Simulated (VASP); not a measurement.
A run of VASP 6.6.1 is set up as follows.

Contents of INCAR:

```
SYSTEM = W16N
  PREC = Accurate
  ENCUT = 520
  EDIFF = 1E-7
  ISMEAR = -1
  SIGMA = 0.1
  LREAL = Auto
  LASPH = .True.
  NELM = 100
  ALGO = Normal
  ISIF = 2
  LWAVE = .False.
  LCHARG = .False.
  GGA = PS
  NBANDS = 128
```

The input KPOINTS:

```
Automatic mesh
0
Gamma
  3 3 3
  0 0 0
```

Contents of POSCAR:

```
W16N
1.0
    6.3200000000      0.0000000000      0.0000000000
    0.0000000000      6.3200000000      0.0000000000
    0.0000000000      0.0000000000      6.3200000000
W N
16 1
Direct
   -0.0017642405     -0.0004408228     -0.0065305380
    0.5014537975     -0.0004294304     -0.0065528481
   -0.0455395570      0.4996020570     -0.0064990506
    0.0052715190     -0.0003528481      0.4937382911
    0.2498254747      0.2500738924      0.2430148734
    0.5451939873      0.4996132911     -0.0064270570
    0.4944207278     -0.0003555380      0.4937098101
    0.7498579114      0.2406356013      0.2521422468
   -0.0018599684      0.4995435127      0.4934531646
    0.2498261076      0.7493068038      0.2431886076
    0.2498297468      0.2502172468      0.7441125000
    0.5015485759      0.4995381329      0.4934943038
    0.7498534810      0.7584161392      0.2522099684
    0.7498607595      0.2408973101      0.7347109177
    0.2498314873      0.7487781646      0.7440643987
    0.7498579114      0.7583094937      0.7346454114
    0.2498276899      0.4996303797     -0.0061376582
```

Potentials or basis: VASP PAW PBE potentials, release 64 (W_sv, N).

Command:

```sh
$ cat potpaw_PBE.64/W_sv/POTCAR potpaw_PBE.64/N/POTCAR > POTCAR
$ mpirun -np 1 vasp_std > vasp.out
```

Q: What does it give for the pressure?

A: 9.1 GPa.

Q: What does it give for the largest force?

A: 0.113 eV/Å.

Q: What does it give for the band gap on the k mesh?

A: Zero (an odd number of electrons rules out a gap without spin polarisation).

Stress tensor (GPa, compression positive):
```
18.17  0.00  0.00
 0.00  4.64  0.00
 0.00  0.00  4.62
```

Caveat: the PAW data sets were made with another functional, which shifts forces and pressure a little; spin-orbit coupling is left out, which moves the levels of the heavy elements.
